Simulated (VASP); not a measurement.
Write the native input for VASP 6.6.1 that does the following.

```
Task                   : single point
Functional             : PBEsol
Potentials or basis    : VASP PAW PBE potentials, release 64 (Te, Sb, Ge_d)
Cutoff                 : 520 eV
k mesh                 : 7 × 7 × 2
Occupations            : fermi-dirac, width 0.05 eV
Spin                   : no spin polarisation
Dipole correction      : no
Further INCAR settings : ALGO = Normal; EDIFF = 1e-06; NBANDS = 50
```

The structure of GeSb4Te7 lies in POSCAR:

```
GeSb4Te7
1.0
    4.2605121409      0.0000000000      0.0000000000
   -2.1302560705      3.6897117472      0.0000000000
    0.0000000000      0.0000000000     24.4724192498
Te Sb Ge
7 4 1
Direct
    0.0000000000      0.0000000000      0.2810217100
    0.0000000000      0.0000000000      0.0000000000
    0.3333333333      0.6666666667      0.5686057000
    0.6666666667      0.3333333333      0.4313943000
    0.0000000000      0.0000000000      0.7189782900
    0.6666666667      0.3333333333      0.1502681300
    0.3333333333      0.6666666667      0.8497318700
    0.6666666667      0.3333333333      0.6502485000
    0.3333333333      0.6666666667      0.0811013800
    0.3333333333      0.6666666667      0.3497515000
    0.6666666667      0.3333333333      0.9188986200
    0.0000000000      0.0000000000      0.5000000000
```

One way to write it, as run:

INCAR

```
SYSTEM = GeSb4Te7
  ALGO = Normal
  EDIFF = 1E-6
  ENCUT = 520
  GGA = PS
  ISIF = 2
  ISMEAR = -1
  LASPH = .TRUE.
  LCHARG = .FALSE.
  LREAL = .FALSE.
  LWAVE = .FALSE.
  NBANDS = 50
  NELM = 100
  PREC = Accurate
  SIGMA = 0.05
```

KPOINTS

```
k-points
0
G
  7 7 2
  0 0 0
```

Potentials or basis: VASP PAW PBE potentials, release 64 (Te, Sb, Ge_d).

Launch:

```console
$ cat potpaw_PBE.64/Te/POTCAR potpaw_PBE.64/Sb/POTCAR potpaw_PBE.64/Ge_d/POTCAR > POTCAR
$ mpirun -np 1 vasp_std > vasp.out
```

Results of the run:

| Item | Value |
| --- | --- |
| Pressure | -0.6 GPa |
| Largest force | 0.170 eV/Å |
| Band gap on the k mesh | 0.35 eV, direct |

Caveat: the PAW data sets were made with another functional, which shifts forces and pressure a little; spin-orbit coupling is left out, which moves the levels of the heavy elements; this functional lacks dispersion, which binds the layers, so the pressure and a relaxed spacing across them are unreliable.

It took 7.1 min on 1 thread of Oxide Virtual Turin-like Processor, with other jobs on the host, peak memory 0.59 GiB.
